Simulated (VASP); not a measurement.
A run of VASP 6.6.1:

File INCAR:

```
SYSTEM = Ta
PREC = Accurate
ENCUT = 520
EDIFF = 1E-8
ISMEAR = -1
SIGMA = 0.05
LREAL = .FALSE.
LASPH = .TRUE.
NELM = 80
ALGO = Normal
ISIF = 2
LWAVE = .FALSE.
LCHARG = .FALSE.
LEFG = .TRUE.
NBANDS = 18
```

KPOINTS

```
Automatic mesh
0
G
  12 12 6
  0 0 0
```

POSCAR

```
Ta
1.0
    2.9669564710      0.0000000000      0.0000000000
   -1.4834782355      2.5694596758      0.0000000000
    0.0000000000      0.0000000000      4.8064694830
Ta
2
Direct
    0.3333333333      0.6666666667      0.2500000000
    0.6666666667      0.3333333333      0.7500000000
```

Potentials or basis: VASP PAW LDA potentials, release 64 (Ta_pv).

Command:

```console
$ cat potpaw_LDA.64/Ta_pv/POTCAR > POTCAR
$ mpirun -np 1 vasp_std > vasp.out
```

Hardware: 1 thread of Intel Xeon 8259CL, with other jobs on the host.

**Question.** How long does it take, and how much memory?

**Answer.** It took 42 s on 1 thread of Intel Xeon 8259CL (shared host), peak memory 0.16 GiB. Counts: scf iterations 12, k points 76.
